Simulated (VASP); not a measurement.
Input of a VASP 6.6.1 run:

POSCAR

```
CdTe
1.0
    0.0000000000      3.2799551146      3.1487569100
    3.2799551146      0.0000000000      3.1487569100
    3.2799551146      3.2799551146      0.0000000000
Cd Te
1 1
Direct
    0.0000000000      0.0000000000      0.0000000000
    0.2500000000      0.2500000000      0.2500000000
```

The input INCAR.step1:

```
SYSTEM = CdTe
  ALGO = Normal
  EDIFF = 1E-4
  ENCUT = 520
  GGA = PE
  ISMEAR = 0
  LASPH = .True.
  LCHARG = .False.
  LREAL = .False.
  LWAVE = .True.
  NBANDS = 16
  NELM = 60
  PREC = Accurate
  SIGMA = 0.01
```

INCAR.step2

```
SYSTEM = CdTe
  ALGO = Normal
  EDIFF = 1E-6
  ENCUT = 520
  ISIF = 2
  ISMEAR = 0
  ISTART = 1
  LASPH = .True.
  LCHARG = .False.
  LMIXTAU = .True.
  LREAL = .False.
  LWAVE = .False.
  METAGGA = R2SCAN
  NBANDS = 16
  NELM = 60
  PREC = Accurate
  SIGMA = 0.01
```

File KPOINTS:

```
k-points
0
Gamma
  6 6 6
  0 0 0
```

Potentials or basis: VASP PAW PBE potentials, release 64 (Cd, Te).

Command:

```bash
$ cat potpaw_PBE.64/Cd/POTCAR potpaw_PBE.64/Te/POTCAR > POTCAR
$ cp INCAR.step1 INCAR
$ mpirun -np 1 vasp_std > vasp.out
$ cp INCAR.step2 INCAR
$ mpirun -np 1 vasp_std > vasp.out
```

(1) Estimate the band gap on the k mesh.

(2) What does it give for the pressure?

## Answers

(1) 1.20 eV, direct.

(2) 1.9 GPa.

Caveat: the cell differs from its parent crystal (uniaxial z strain -4.0%); the PAW data sets were made with another functional, which shifts forces and pressure a little; spin-orbit coupling is left out, which moves the levels of the heavy elements.
